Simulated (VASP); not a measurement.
A run of VASP 6.6.1:

The input INCAR:

```
ALGO     = Normal         # electronic algorithm
EDIFF    = 1E-6           # SCF threshold, eV
ENCUT    = 520            # plane-wave cutoff, eV
GGA      = RP             # functional
ISIF     = 2              # what is computed and relaxed
ISMEAR   = -1             # smearing method
IVDW     = 13             # dispersion correction
LASPH    = T              # aspherical terms in the spheres
LCHARG   = T              # write CHGCAR
LELF     = T              # ELF
LREAL    = F              # projectors in reciprocal space
LVHAR    = T            
LWAVE    = F              # write WAVECAR
NBANDS   = 64             # bands
NELM     = 80             # most SCF steps
PREC     = Accurate       # precision mode
SIGMA    = 0.05           # smearing width, eV
```

Contents of KPOINTS:

```
k-points
0
Gamma
  4 8 2
```

Contents of POSCAR:

```
Te2Mo
1.0
    6.3026444327      0.0000000000     -0.0093661786
    0.0000000000      3.4587037880      0.0000000000
   -0.9631630955      0.0000000000     13.0355765126
Te Mo
8 4
Direct
    0.9474427201      0.7500000000      0.6089160815
    0.0525572799      0.2500000000      0.3910839185
    0.9028418712      0.2500000000      0.8418262264
    0.0971581288      0.7500000000      0.1581737736
    0.4104963615      0.7500000000      0.8916202332
    0.5895036385      0.2500000000      0.1083797668
    0.4429701578      0.2500000000      0.6574738677
    0.5570298422      0.7500000000      0.3425261323
    0.8169508003      0.7500000000      0.9918952517
    0.1830491997      0.2500000000      0.0081047483
    0.6806157398      0.2500000000      0.4938912292
    0.3193842602      0.7500000000      0.5061087708
```

Potentials or basis: VASP PAW PBE potentials, release 64 (Te, Mo_sv).

The run is started by

```bash
$ cat potpaw_PBE.64/Te/POTCAR potpaw_PBE.64/Mo_sv/POTCAR > POTCAR
$ mpirun -np 1 vasp_std > vasp.out
```

Hardware: 1 thread of Intel Xeon 8259CL (shared host).

**Question.** Estimate the wall time of this run.

**Answer.** Wall time 23 min on 1 thread of Intel Xeon 8259CL (shared host), peak memory 0.6 GiB. Counts: scf iterations 20, k points 30.
